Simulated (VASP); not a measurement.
# Sn3PbS4 (Cmmm) in VASP: a series of runs, part 2 of 2

VASP 6.6.1.

## 3. Single point, PBE

This run uses another cell than the first one, of 26.20 Å³/atom, 1.025 times its volume.

INCAR

```
SYSTEM = Sn3PbS4
ALGO     = Normal         ! electronic algorithm
EDIFF    = 1E-7           ! SCF threshold, eV
ENCUT    = 520            ! plane-wave cutoff, eV
GGA      = PE             ! functional
ISIF     = 2              ! what is computed and relaxed
ISMEAR   = 0              ! smearing method
LASPH    = .True.         ! aspherical terms in the spheres
LCHARG   = .False.        ! write CHGCAR
LREAL    = .False.        ! projectors in reciprocal space
LWAVE    = .False.        ! write WAVECAR
NBANDS   = 50             ! bands
NELM     = 100            ! most SCF steps
PREC     = Accurate       ! precision mode
SIGMA    = 0.1            ! smearing width, eV
```

KPOINTS

```
k-points
0
Gamma
  4 4 4
  0 0 0
```

POSCAR

```
Sn3PbS4
1.0
    4.2005777100     -5.9405139700      0.0000000000
    4.2005777100      5.9405139700      0.0000000000
    0.0000000000      0.0000000000      4.2005777100
Sn Pb S
3 1 4
Direct
    0.0000000000      0.5000000000      0.0000000000
    0.0000000000      0.0000000000      0.5000000000
    0.5000000000      0.0000000000      0.0000000000
    0.5000000000      0.5000000000      0.5000000000
    0.7500000000      0.7500000000      0.0000000000
    0.7500000000      0.2500000000      0.5000000000
    0.2500000000      0.7500000000      0.5000000000
    0.2500000000      0.2500000000      0.0000000000
```

Potentials or basis: VASP PAW PBE potentials, release 64 (Sn_d, Pb_d, S).

Command:

```bash
cat potpaw_PBE.64/Sn_d/POTCAR potpaw_PBE.64/Pb_d/POTCAR potpaw_PBE.64/S/POTCAR > POTCAR
mpirun -np 1 vasp_std > vasp.out
```

OUTCAR:

```text
SYSTEM = Sn3PbS4
   EDIFF = 1E-7
   ENCUT = 520
   GGA = PE
   ISIF = 2
   ISMEAR = 0
   LASPH = .True.
   LREAL = .False.
   NELM = 100
   PREC = Accurate

 ion  position               nearest neighbor table
   1  0.000  0.500  0.000-   6 2.97   7 2.97   6 2.97   7 2.97   5 2.97   8 2.97
   2  0.000  0.000  0.500-   5 2.97   8 2.97   5 2.97   8 2.97   7 2.97   6 2.97
   3  0.500  0.000  0.000-   6 2.97   7 2.97   6 2.97   7 2.97   5 2.97   8 2.97
   4  0.500  0.500  0.500-   5 2.97   8 2.97   5 2.97   8 2.97   7 2.97   6 2.97
   5  0.750  0.750  0.000-   2 2.97   4 2.97   2 2.97   4 2.97   3 2.97   1 2.97
   6  0.750  0.250  0.500-   1 2.97   3 2.97   1 2.97   3 2.97   2 2.97   4 2.97
   7  0.250  0.750  0.500-   1 2.97   3 2.97   1 2.97   3 2.97   2 2.97   4 2.97
   8  0.250  0.250  0.000-   2 2.97   4 2.97   2 2.97   4 2.97   3 2.97   1 2.97

  LATTYP: Found a base centered orthorhombic cell.
 ALAT       =     8.4011554200
 B/A-ratio  =     1.4142135630
 C/A-ratio  =     0.5000000000

  Lattice vectors:

 A1 = (   4.2005777100,  -5.9405139700,   0.0000000000)
 A2 = (   4.2005777100,   5.9405139700,   0.0000000000)
 A3 = (   0.0000000000,   0.0000000000,   4.2005777100)

Analysis of symmetry for initial positions (statically):
=====================================================================
 Subroutine PRICEL returns:
 Original cell was already a primitive cell.

 Routine SETGRP: Setting up the symmetry group for a
 base centered orthorhombic supercell.

 Subroutine GETGRP returns: Found  8 space group operations
 (whereof  8 operations were pure point group operations)
 out of a pool of  8 trial point group operations.

The static configuration has the point symmetry D_2h.

Analysis of symmetry for dynamics (positions and initial velocities):
=====================================================================
 Subroutine PRICEL returns:
 Original cell was already a primitive cell.

 Routine SETGRP: Setting up the symmetry group for a
 base centered orthorhombic supercell.

 Subroutine GETGRP returns: Found  8 space group operations
 (whereof  8 operations were pure point group operations)
 out of a pool of  8 trial point group operations.

The dynamic configuration has the point symmetry D_2h.

 Subroutine INISYM returns: Found  8 space group operations
 (whereof  8 operations are pure point group operations),
 and found     1 'primitive' translations

----------------------------------------------------------------------------------------

                                     Primitive cell

  volume of cell :     209.6390

  direct lattice vectors                    reciprocal lattice vectors
     4.200577710 -5.940513970  0.000000000     0.119031246 -0.084167801  0.000000000
     4.200577710  5.940513970  0.000000000     0.119031246  0.084167801  0.000000000
     0.000000000  0.000000000  4.200577710     0.000000000  0.000000000  0.238062493

  length of vectors
     7.275614017  7.275614017  4.200577710     0.145782908  0.145782908  0.238062493

  position of ions in fractional coordinates (direct lattice)
     0.000000000  0.500000000  0.000000000
     0.000000000  0.000000000  0.500000000
     0.500000000  0.000000000  0.000000000
[... 47 lines left out ...]
  0.500000 -0.000000  0.000000      2.000000
  0.250000  0.250000  0.000000      2.000000
  0.500000  0.250000  0.000000      4.000000
 -0.250000  0.250000  0.000000      2.000000
[... 13 lines left out ...]
 -0.250000  0.250000  0.500000      2.000000
  0.500000  0.500000  0.500000      1.000000
   k-points           NKPTS =     21   k-points in BZ     NKDIM =     21   number of bands    NBANDS=     50
   number of dos      NEDOS =    301   number of ions     NIONS =      8
   total plane-waves  NPLWV =  93312
   dimension x,y,z NGX =    54 NGY =   54 NGZ =   32
   dimension x,y,z NGXF=   108 NGYF=  108 NGZF=   64
   ions per type =               3   1   4
   NGX,Y,Z   is equivalent  to a cutoff of  12.34, 12.34, 12.66 a.u.
   NGXF,Y,Z  is equivalent  to a cutoff of  24.68, 24.68, 25.33 a.u.
 SYSTEM =  Sn3PbS4
   PREC   = accura    normal or accurate (medium, high low for compatibility)
   ISTART =      0    job   : 0-new  1-cont  2-samecut
   ICHARG =      2    charge: 1-file 2-atom 10-const
   ISPIN  =      1    spin polarized calculation?
   LNONCOLLINEAR =      F non collinear calculations
   LSORBIT =      F    spin-orbit coupling
   LASPH  =      T    aspherical Exc in radial PAW
   ENCUT  =  520.0 eV  38.22 Ry    6.18 a.u.  13.53 13.53  7.81*2*pi/ulx,y,z
   NELM   =    100;   NELMIN=  2; NELMDL= -5     # of ELM steps
   EDIFF  = 0.1E-06   stopping-criterion for ELM
   LREAL  =      F    real-space projection
   EDIFFG = 0.1E-05   stopping-criterion for IOM
   NSW    =      0    number of steps for IOM
   IBRION =     -1    ionic relax: 0-MD 1-quasi-New 2-CG
   NFREE  =      0    steps in history (QN), initial steepest desc. (CG)
   ISIF   =      2    stress and relaxation
   ISYM   =      2    0-nonsym 1-usesym 2-fastsym
   POTIM  = 0.5000    time-step for ionic-motion
   TEBEG  =    0.0;   TEEND  =   0.0 temperature during run
   PSTRESS=    0.0 pullay stress
   NELECT =      80.0000    total number of electrons
   NUPDOWN=      -1.0000    fix difference up-down
   EMIN   =  10.00;   EMAX   =-10.00  energy-range for DOS
   EFERMI =   0.00;   METHOD = LEGACY
   ISMEAR =     0;   SIGMA  =   0.10  broadening in eV -4-tet -1-fermi 0-gaus
   EFERMI_NEDOS =   21; number of points for ismear=-14 and -15
   IALGO  =     38    algorithm
   IMIX   =      4    mixing-type and parameters
     AMIX     =   0.40;   BMIX     =  1.00
     AMIX_MAG =   1.60;   BMIX_MAG =  1.00
  volume/ion in A,a.u.               =      26.20       176.84
  Fermi-wavevector in a.u.,A,eV,Ry     =   1.187447  2.243949 19.184619  1.410030
  Thomas-Fermi vector in A             =   2.323598
   LORBIT       =      0    0 simple, 1 ext, 2 COOP (PROOUT), +10 PAW based schemes
   GGA     = PE    functional components
   LHFCALC =     F    Hartree Fock is set to
   AEXX    =    0.0000 exact exchange contribution
   IVDW    =     0    specifies the selected vdW correction
   LEPSILON=     F    determine dielectric tensor
   LRPA    =     F    only Hartree local field effects (RPA)
 non-spin polarized calculation
 Gauss-broadening in eV      SIGMA  =   0.10
  energy-cutoff  :      520.00
  volume of cell :      209.64
 maximum number of plane-waves:      5686
   NGX = 27   NGY = 27   NGZ = 15

 number of electron      79.9999998 magnetization

 Free energy of the ion-electron system (eV)
  ---------------------------------------------------
  ext. energy  EPLUGINS =         0.00000000
  ---------------------------------------------------
  free energy    TOTEN  =       -35.05887335 eV

  energy without entropy =      -35.05418815  energy(sigma->0) =      -35.05653075

 E-fermi :   5.9331     XC(G=0):  -9.5359

 val. band max:        5.9258661322   @ k =   0.0000   0.0000   0.0000
 cond. band min:       6.1946370301   @ k =   0.0000   0.0000   0.0000
 fundamental gap:      0.2687708978
 Fermi energy:         5.9330789881

 k-point     1 :       0.0000    0.0000    0.0000
  band No.  band energies     occupation
      1     -15.8750      2.00000
      2     -15.8695      2.00000
      3     -15.8692      2.00000
      4     -15.8634      2.00000
      5     -15.8611      2.00000
      6     -15.8604      2.00000
[... 1102 lines left out ...]
     49      10.9099      0.00000
     50      11.0370      0.00000

------------------------ aborting loop because EDIFF is reached ----------------------------------------

  FORCE on cell =-STRESS in cart. coord.  units (eV):
  Direction    XX          YY          ZZ          XY          YZ          ZX
  --------------------------------------------------------------------------------------
  -------------------------------------------------------------------------------------
  Total       -1.9195340     -1.9652336     -1.8429243      0.0000000      0.0000000      0.0000000
  in kB      -14.6701425    -15.0194042    -14.0846486      0.0000000      0.0000000      0.0000000
  external PRESSURE =     -14.5913984 kB  Pullay stress =       0.0000000 kB

 VOLUME and BASIS-vectors are now :
 -----------------------------------------------------------------------------
  energy-cutoff  :      520.00
  volume of cell :      209.64
      direct lattice vectors                 reciprocal lattice vectors
     4.200577710 -5.940513970  0.000000000     0.119031246 -0.084167801  0.000000000
     4.200577710  5.940513970  0.000000000     0.119031246  0.084167801  0.000000000
     0.000000000  0.000000000  4.200577710     0.000000000  0.000000000  0.238062493

 POSITION                                       TOTAL-FORCE (eV/Angst)
 -----------------------------------------------------------------------------------
      2.10029      2.97026      0.00000         0.000000     -0.000000      0.000000
      0.00000      0.00000      2.10029         0.000000     -0.000000      0.000000
      2.10029     -2.97026      0.00000        -0.000000     -0.000000      0.000000
      4.20058      0.00000      2.10029        -0.000000     -0.000000      0.000000
      6.30087      0.00000      0.00000         0.262431     -0.000000     -0.000000
      4.20058     -2.97026      2.10029         0.000000     -0.185214      0.000000
      4.20058      2.97026      2.10029         0.000000      0.185214     -0.000000
      2.10029      0.00000      0.00000        -0.262431     -0.000000      0.000000
 -----------------------------------------------------------------------------------
    total drift:                               -0.000000     -0.000000      0.000000

  FREE ENERGIE OF THE ION-ELECTRON SYSTEM (eV)
  ---------------------------------------------------
  free  energy   TOTEN  =       -35.0588733487 eV

  energy  without entropy=      -35.0541881523  energy(sigma->0) =      -35.05653075
```

Wall time 4.2 min (1 thread of Intel Xeon Platinum 8259CL at 2.50GHz (Skylake/Cascade Lake), shared host); peak memory 0.41 GiB.

What came out:

```
Free energy   : -35.0589 eV
Pressure      : -1.5 GPa
Largest force : 0.262 eV/Å
```

Forces in eV/Å, atoms in the order of the input:
```
Sn   0.000  0.000  0.000
Sn   0.000  0.000  0.000
Sn   0.000  0.000  0.000
Pb   0.000  0.000  0.000
S    0.262  0.000  0.000
S    0.000 -0.185  0.000
S    0.000  0.185  0.000
S   -0.262  0.000  0.000
```

Levels at points of the mesh, in eV from the Fermi level:
```tsv
k point	band 36	band 37	band 38	band 39	band 40	band 41	band 42	band 43	band 44	band 45
(0.00, 0.00, 0.00)	-2.27	-2.19	-2.19	-0.05	-0.04	-0.01	0.26	1.36	1.42	1.48
(0.50, 0.00, 0.00)	-2.36	-2.36	-2.24	-1.37	-1.24	1.97	2.13	2.39	2.40	2.54
(0.50, 0.50, 0.00)	-2.29	-2.00	-1.82	-0.91	-0.77	0.96	1.07	1.79	1.86	1.96
(0.00, 0.00, 0.50)	-2.29	-1.38	-1.18	-0.85	-0.77	0.96	1.07	1.56	1.73	1.79
(0.50, 0.00, 0.50)	-3.11	-2.58	-2.26	-2.24	-2.21	2.36	2.41	2.41	2.45	3.14
(0.50, 0.50, 0.50)	-2.27	-2.19	-2.19	-0.04	-0.04	-0.01	0.26	1.36	1.41	1.48
```

Caveat: the k points lie up to 0.37 Å⁻¹ apart; spin-orbit coupling is left out, which moves the levels of the heavy elements.
